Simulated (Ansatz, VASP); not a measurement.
Si2Mo in VASP and in Ansatz

```
CELL_PARAMETERS angstrom
-1.60000 1.60000 3.93050
1.60000 -1.60000 3.93050
1.60000 1.60000 -3.93050
ATOMIC_POSITIONS crystal
Mo 0.00000 0.00000 0.00000
Si 0.66700 0.66700 0.00000
Si 0.33300 0.33300 0.00000
```

Alike in both runs: functional PBE; k mesh 12 × 12 × 12; occupations fermi-dirac, width 0.05 eV; no spin polarisation; Hubbard terms Mo d U = 5.0 eV.

|  | VASP | Ansatz |
| --- | --- | --- |
| version | VASP 6.6.1 | Ansatz 0.2.0 |
| potentials or method | VASP PAW PBE potentials, release 64 (Mo_sv, Si) | Ansatz PAW |
| plane-wave cutoff (eV) | 520 | 420 |
| valence electrons in the cell | 22 | 22 |
| task | single point | projected density of states |

Ansatz gave:

```
gap on the k mesh at the Fermi level (eV)                     : none
pressure (GPa)                                                : 1.2
traceless stress, the component that is largest in VASP (GPa) : -2.05
rms of the force components (eV/Å)                            : 0.292
```

Q: What did VASP give for the same quantities?

A: gap on the k mesh at the Fermi level (eV): none; pressure (GPa): 5.5; traceless stress, the component that is largest in VASP (GPa): -0.96; rms of the force components (eV/Å): 0.218.

The programs project onto different local orbitals, so the same U acts differently, and such runs can settle in different states. Atom by atom the forces differ by 0.074 eV/Å (rms over components). A gap of «none» marks a metal or a gap that the smearing closes.
